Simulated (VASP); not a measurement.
H4CO, 36 atoms in the cell. The cell holds an amorphous packing of atoms, 36 atoms: a = 7.126 Å, b = 7.126 Å, c = 7.126 Å, α = 90.00°, β = 90.00°, γ = 90.00°. 

| Item | Value |
| --- | --- |
| Program | VASP 6.6.1 |
| Task | single point |
| Functional | LDA |
| Potentials or basis | VASP PAW LDA potentials, release 64 (C, O, H) |
| Cutoff | 520 eV |
| k mesh | 1 × 1 × 1 |
| Occupations | fermi-dirac, width 0.05 eV |
| Spin | no spin polarisation |
| Dipole correction | no |
| Further INCAR settings | LREAL = Auto; ALGO = Normal; EDIFF = 1e-07; NBANDS = 66 |

Potentials or basis: VASP PAW LDA potentials, release 64 (C, O, H).

The run is started by

```console
$ cat potpaw_LDA.64/C/POTCAR potpaw_LDA.64/O/POTCAR potpaw_LDA.64/H/POTCAR > POTCAR
$ mpirun -np 1 vasp_gam > vasp.out
```

Hardware: 1 thread of Intel(R) Xeon(R) Platinum 8259CL CPU @ 2.50GHz (Skylake/Cascade Lake), with other jobs on the host.

Task: How long does it take, and how much memory?

Result: Wall time 52 s on 1 thread of Intel(R) Xeon(R) Platinum 8259CL CPU @ 2.50GHz (Skylake/Cascade Lake), on a shared host, peak memory 0.28 GiB. Counts: scf iterations 19, k points 1.
